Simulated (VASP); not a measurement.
# MgO (I4mm) in VASP: single point with LDA

Aim: the single point of MgO with LDA.

Everything below comes from runs of VASP 6.6.1. Logs are shortened: lines on timing, memory, paths and dates and some standing lists are left out, and cuts for length are marked.

## Step 1: The cell of the first run

The structure is tetragonal, space group I4mm (No. 107). Conventional cell: a = 3.020 Å, b = 3.020 Å, c = 4.270 Å, α = 90.00°, β = 90.00°, γ = 90.00°. Within 2.8 Å of Mg (site symmetry 4mm) lie 6 O at 2.10 to 2.17 Å. Within 2.8 Å of O (site symmetry 4mm) lie 6 Mg at 2.10 to 2.17 Å.

## Step 2: Single point, LDA

INCAR reads:

```
SYSTEM = MgO
PREC = Accurate
ENCUT = 840
EDIFF = 1E-6
ISMEAR = 0
SIGMA = 0.05
LREAL = .FALSE.
LASPH = .TRUE.
NELM = 120
ALGO = Normal
ISIF = 2
LWAVE = .FALSE.
LCHARG = .FALSE.
NBANDS = 15
GGA_COMPAT = .FALSE.
```

KPOINTS reads:

```
Automatic mesh
0
G
  6 6 6
  0 0 0
```

POSCAR reads:

```
MgO
1.0
    0.0000000000      2.1351500000      2.1351500000
    2.1351500000      0.0000000000      2.1351500000
    2.1351500000      2.1351500000      0.0000000000
Mg O
1 1
Direct
   -0.0087815844     -0.0087815844      0.0087815844
    0.5000000000      0.5000000000      0.5000000000
```

Potentials or basis: VASP PAW LDA potentials, release 64 (Mg_sv, O).

Launch:

```
$ cat potpaw_LDA.64/Mg_sv/POTCAR potpaw_LDA.64/O/POTCAR > POTCAR
$ mpirun -np 1 vasp_std > vasp.out
```

OUTCAR:

```text
SYSTEM = MgO
   PREC = Accurate
   ENCUT = 840
   EDIFF = 1E-6
   ISMEAR = 0
   LREAL = .FALSE.
   LASPH = .TRUE.
   NELM = 120
   ISIF = 2

 ion  position               nearest neighbor table
   1  0.991  0.991  0.009-   2 2.10
   2  0.500  0.500  0.500-   1 2.10

  LATTYP: Found a face centered cubic cell.
 ALAT       =     4.2703000000

  Lattice vectors:

 A1 = (   0.0000000000,   2.1351500000,   2.1351500000)
 A2 = (   2.1351500000,   0.0000000000,   2.1351500000)
 A3 = (   2.1351500000,   2.1351500000,   0.0000000000)

Analysis of symmetry for initial positions (statically):
=====================================================================
 Subroutine PRICEL returns:
 Original cell was already a primitive cell.

 Routine SETGRP: Setting up the symmetry group for a
 face centered cubic supercell.

 Subroutine GETGRP returns: Found  8 space group operations
 (whereof  8 operations were pure point group operations)
 out of a pool of 48 trial point group operations.

The static configuration has the point symmetry C_4v.

Analysis of symmetry for dynamics (positions and initial velocities):
=====================================================================
 Subroutine PRICEL returns:
 Original cell was already a primitive cell.

 Routine SETGRP: Setting up the symmetry group for a
 face centered cubic supercell.

 Subroutine GETGRP returns: Found  8 space group operations
 (whereof  8 operations were pure point group operations)
 out of a pool of 48 trial point group operations.

The dynamic configuration has the point symmetry C_4v.

 Subroutine INISYM returns: Found  8 space group operations
 (whereof  8 operations are pure point group operations),
 and found     1 'primitive' translations

----------------------------------------------------------------------------------------

                                     Primitive cell

  volume of cell :      19.4677

  direct lattice vectors                    reciprocal lattice vectors
     0.000000000  2.135150000  2.135150000    -0.234175585  0.234175585  0.234175585
     2.135150000  0.000000000  2.135150000     0.234175585 -0.234175585  0.234175585
     2.135150000  2.135150000  0.000000000     0.234175585  0.234175585 -0.234175585

  length of vectors
     3.019558088  3.019558088  3.019558088     0.405604011  0.405604011  0.405604011

  position of ions in fractional coordinates (direct lattice)
     0.991218416  0.991218416  0.008781584
     0.500000000  0.500000000  0.500000000

  ion indices of the primitive-cell ions
   primitive index   ion index
                 1           1
                 2           2

----------------------------------------------------------------------------------------

 KPOINTS: Automatic mesh

Automatic generation of k-mesh.
 Grid dimensions read from file:
 generate k-points for:    6    6    6

 Generating k-lattice:

  Cartesian coordinates                     Fractional coordinates (reciprocal lattice)
    -0.039029264  0.039029264  0.039029264     0.166666667  0.000000000  0.000000000
     0.039029264 -0.039029264  0.039029264     0.000000000  0.166666667  0.000000000
     0.039029264  0.039029264 -0.039029264     0.000000000  0.000000000  0.166666667

  Length of vectors
     0.067600668  0.067600668  0.067600668

  Shift w.r.t. Gamma in fractional coordinates (k-lattice)
     0.000000000  0.000000000  0.000000000

 Subroutine IBZKPT returns following result:
 ===========================================

 Found     30 irreducible k-points:

 Following reciprocal coordinates:
            Coordinates               Weight
  0.000000  0.000000  0.000000      1.000000
  0.166667  0.000000  0.000000      8.000000
  0.333333  0.000000  0.000000      8.000000
  0.500000  0.000000  0.000000      4.000000
  0.166667  0.166667  0.000000      2.000000
  0.000000  0.166667  0.166667      4.000000
[... 16 lines left out ...]
  0.500000  0.333333  0.166667      8.000000
  0.166667  0.500000  0.333333      8.000000
 [... further k-points ...]
   k-points           NKPTS =     30   k-points in BZ     NKDIM =     30   number of bands    NBANDS=     15
   number of dos      NEDOS =    301   number of ions     NIONS =      2
   total plane-waves  NPLWV =  27000
   dimension x,y,z NGX =    30 NGY =   30 NGZ =   30
   dimension x,y,z NGXF=    60 NGYF=   60 NGZF=   60
   ions per type =               1   1
   NGX,Y,Z   is equivalent  to a cutoff of  16.52, 16.52, 16.52 a.u.
   NGXF,Y,Z  is equivalent  to a cutoff of  33.03, 33.03, 33.03 a.u.
 SYSTEM =  MgO
   PREC   = accura    normal or accurate (medium, high low for compatibility)
   ISTART =      0    job   : 0-new  1-cont  2-samecut
   ICHARG =      2    charge: 1-file 2-atom 10-const
   ISPIN  =      1    spin polarized calculation?
   LNONCOLLINEAR =      F non collinear calculations
   LSORBIT =      F    spin-orbit coupling
   LASPH  =      T    aspherical Exc in radial PAW
   ENCUT  =  840.0 eV  61.74 Ry    7.86 a.u.   7.14  7.14  7.14*2*pi/ulx,y,z
   NELM   =    120;   NELMIN=  2; NELMDL= -5     # of ELM steps
   EDIFF  = 0.1E-05   stopping-criterion for ELM
   LREAL  =      F    real-space projection
   EDIFFG = 0.1E-04   stopping-criterion for IOM
   NSW    =      0    number of steps for IOM
   IBRION =     -1    ionic relax: 0-MD 1-quasi-New 2-CG
   NFREE  =      0    steps in history (QN), initial steepest desc. (CG)
   ISIF   =      2    stress and relaxation
   ISYM   =      2    0-nonsym 1-usesym 2-fastsym
   POTIM  = 0.5000    time-step for ionic-motion
   TEBEG  =    0.0;   TEEND  =   0.0 temperature during run
   PSTRESS=    0.0 pullay stress
   NELECT =      16.0000    total number of electrons
   NUPDOWN=      -1.0000    fix difference up-down
   EMIN   =  10.00;   EMAX   =-10.00  energy-range for DOS
   EFERMI =   0.00;   METHOD = LEGACY
   ISMEAR =     0;   SIGMA  =   0.05  broadening in eV -4-tet -1-fermi 0-gaus
   EFERMI_NEDOS =   21; number of points for ismear=-14 and -15
   IALGO  =     38    algorithm
   IMIX   =      4    mixing-type and parameters
     AMIX     =   0.40;   BMIX     =  1.00
     AMIX_MAG =   1.60;   BMIX_MAG =  1.00
  volume/ion in A,a.u.               =       9.73        65.69
  Fermi-wavevector in a.u.,A,eV,Ry     =   1.533474  2.897846 31.994681  2.351543
  Thomas-Fermi vector in A             =   2.640536
   LORBIT       =      0    0 simple, 1 ext, 2 COOP (PROOUT), +10 PAW based schemes
   GGA     = CA    functional components
   LHFCALC =     F    Hartree Fock is set to
   AEXX    =    0.0000 exact exchange contribution
   IVDW    =     0    specifies the selected vdW correction
   LEPSILON=     F    determine dielectric tensor
   LRPA    =     F    only Hartree local field effects (RPA)
 non-spin polarized calculation
 Gauss-broadening in eV      SIGMA  =   0.05
  energy-cutoff  :      840.00
  volume of cell :       19.47
 maximum number of plane-waves:      1090
 NGX is ok and might be reduce to    30
   NGX = 15   NGY = 15   NGZ = 15

 number of electron      16.0000006 magnetization

 Free energy of the ion-electron system (eV)
  ---------------------------------------------------
  ext. energy  EPLUGINS =         0.00000000
  ---------------------------------------------------
  free energy    TOTEN  =       -13.18233341 eV

  energy without entropy =      -13.18233341  energy(sigma->0) =      -13.18233341

 E-fermi :   2.7336     XC(G=0): -11.7212

 val. band max:        2.2884387471   @ k =   0.0000   0.0000   0.0000
 cond. band min:       6.5665551745   @ k =   0.0000   0.0000   0.0000
 fundamental gap:      4.2781164274
 Fermi energy:         2.7336316465

 k-point     1 :       0.0000    0.0000    0.0000
  band No.  band energies     occupation
      1     -69.1863      2.00000
      2     -36.6518      2.00000
      3     -36.6518      2.00000
      4     -36.6518      2.00000
      5     -14.4872      2.00000
      6       2.2864      2.00000
      7       2.2884      2.00000
      8       2.2884      2.00000
      9       6.5666      0.00000
     10      17.5964      0.00000
     11      17.5991      0.00000
     12      17.5991      0.00000
     13      21.5102      0.00000
     14      23.1024      0.00000
     15      23.1050      0.00000

 k-point     2 :       0.1667    0.0000    0.0000
  band No.  band energies     occupation
      1     -69.1844      2.00000
      2     -36.6712      2.00000
      3     -36.6539      2.00000
      4     -36.6539      2.00000
      5     -14.2064      2.00000
      6       0.7933      2.00000
      7       2.1220      2.00000
      8       2.1228      2.00000
      9       7.9798      0.00000
     10      15.3105      0.00000
     11      18.1181      0.00000
     12      18.1196      0.00000
     13      21.7238      0.00000
     14      21.7302      0.00000
     15      23.6995      0.00000

 k-point     3 :       0.3333    0.0000    0.0000
  band No.  band energies     occupation
      1     -69.1807      2.00000
      2     -36.7096      2.00000
      3     -36.6580      2.00000
      4     -36.6580      2.00000
      5     -13.5768      2.00000
      6      -1.3061      2.00000
      7       1.8120      2.00000
      8       1.8128      2.00000
      9       9.5083      0.00000
     10      14.0640      0.00000
     11      18.1875      0.00000
     12      18.1891      0.00000
     13      22.4283      0.00000
     14      22.4299      0.00000
     15      22.8070      0.00000
[... 343 lines left out ...]
 k-point    23 :       0.5000    0.3333    0.1667
  band No.  band energies     occupation
      1     -69.1780      2.00000
      2     -36.7065      2.00000
      3     -36.6802      2.00000
      4     -36.6667      2.00000
      5     -13.2244      2.00000
      6      -1.1633      2.00000
      7       0.4969      2.00000
      8       1.3067      2.00000
      9      11.7294      0.00000
     10      12.9727      0.00000
     11      15.1383      0.00000
     12      18.6710      0.00000
     13      20.9914      0.00000
     14      24.3476      0.00000
     15      29.0762      0.00000

 k-point    24 :       0.1667    0.5000    0.3333
  band No.  band energies     occupation
      1     -69.1780      2.00000
      2     -36.7065      2.00000
      3     -36.6802      2.00000
      4     -36.6667      2.00000
      5     -13.2243      2.00000
      6      -1.1639      2.00000
      7       0.4963      2.00000
      8       1.3062      2.00000
      9      11.7341      0.00000
     10      12.9749      0.00000
     11      15.1266      0.00000
     12      18.6848      0.00000
     13      20.9879      0.00000
     14      24.3466      0.00000
     15      29.0753      0.00000

 [... further k-points ...]
[... 5 lines left out ...]
  --------------------------------------------------------------------------------------
  -------------------------------------------------------------------------------------
  Total       -1.3641560     -1.3641560     -1.3139686      0.0000000      0.0000000     -0.0000000
  in kB     -112.2688962   -112.2688962   -108.1385176      0.0000000      0.0000000     -0.0000000
  external PRESSURE =    -110.8921033 kB  Pullay stress =       0.0000000 kB

 VOLUME and BASIS-vectors are now :
 -----------------------------------------------------------------------------
  energy-cutoff  :      840.00
  volume of cell :       19.47
      direct lattice vectors                 reciprocal lattice vectors
     0.000000000  2.135150000  2.135150000    -0.234175585  0.234175585  0.234175585
     2.135150000  0.000000000  2.135150000     0.234175585 -0.234175585  0.234175585
     2.135150000  2.135150000  0.000000000     0.234175585  0.234175585 -0.234175585

 POSITION                                       TOTAL-FORCE (eV/Angst)
 -----------------------------------------------------------------------------------
      2.13515      2.13515      4.23280         0.000000      0.000000      0.155052
      2.13515      2.13515      2.13515         0.000000      0.000000     -0.155052
 -----------------------------------------------------------------------------------
    total drift:                                0.000000      0.000000     -0.000132

  FREE ENERGIE OF THE ION-ELECTRON SYSTEM (eV)
  ---------------------------------------------------
  free  energy   TOTEN  =       -13.1823334129 eV

  energy  without entropy=      -13.1823334129  energy(sigma->0) =      -13.18233341
```

Wall time 11 s (1 thread of AMD EPYC 7R13 (Zen 3), shared host); peak memory 0.12 GiB.

Results:

```yaml
Free_energy: -13.1823 eV
Pressure: -11.1 GPa
Largest_force: 0.155 eV/Å
Band_gap_on_the_k_mesh: 4.28 eV
```

Forces in eV/Å, atoms in the order of the input:
```
Mg   0.000  0.000  0.155
O    0.000  0.000 -0.155
```

Caveat: the k points lie up to 0.42 Å⁻¹ apart; the cell differs from its parent crystal (all Mg atoms moved +0.037 Å, as atom 1 towards its neighbour atom 2 (O) at 2.135 Å).
